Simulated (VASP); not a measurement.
Write the native input for VASP 6.6.1 that does the following.

- Task: single point
- Functional: PBE
- Potentials or basis: VASP PAW PBE potentials, release 64 (Ir)
- Cutoff: 520 eV
- k mesh: 16 × 16 × 15
- Occupations: fermi-dirac, width 0.05 eV
- Spin: no spin polarisation
- Dipole correction: no
- Further INCAR settings: ALGO = Normal; EDIFF = 1e-06; NBANDS = 10

The structure of Ir lies in POSCAR:

```
Ir
1.0
    2.6573072958      0.0000000000      0.0000000000
   -1.3286536479      2.3012956238      0.0000000000
    0.0000000000      0.0000000000      2.5973533372
Ir
1
Direct
    0.0000000000      0.0000000000      0.0000000000
```

The input as run:

INCAR

```
SYSTEM = Ir
ALGO = Normal
EDIFF = 1E-6
ENCUT = 520
GGA = PE
ISIF = 2
ISMEAR = -1
LASPH = .True.
LCHARG = .False.
LREAL = .False.
LWAVE = .False.
NBANDS = 10
NELM = 100
PREC = Accurate
SIGMA = 0.05
```

KPOINTS

```
k-points
0
Gamma
  16 16 15
  0 0 0
```

Potentials or basis: VASP PAW PBE potentials, release 64 (Ir).

Run with:

```bash
$ cat potpaw_PBE.64/Ir/POTCAR > POTCAR
$ mpirun -np 1 vasp_std > vasp.out
```

It gave:

The pressure is 0.2 GPa.

It took 19 s on 1 thread of Intel(R) Xeon(R) 6975P-C (Granite Rapids), with other jobs on the host, peak memory 0.16 GiB.
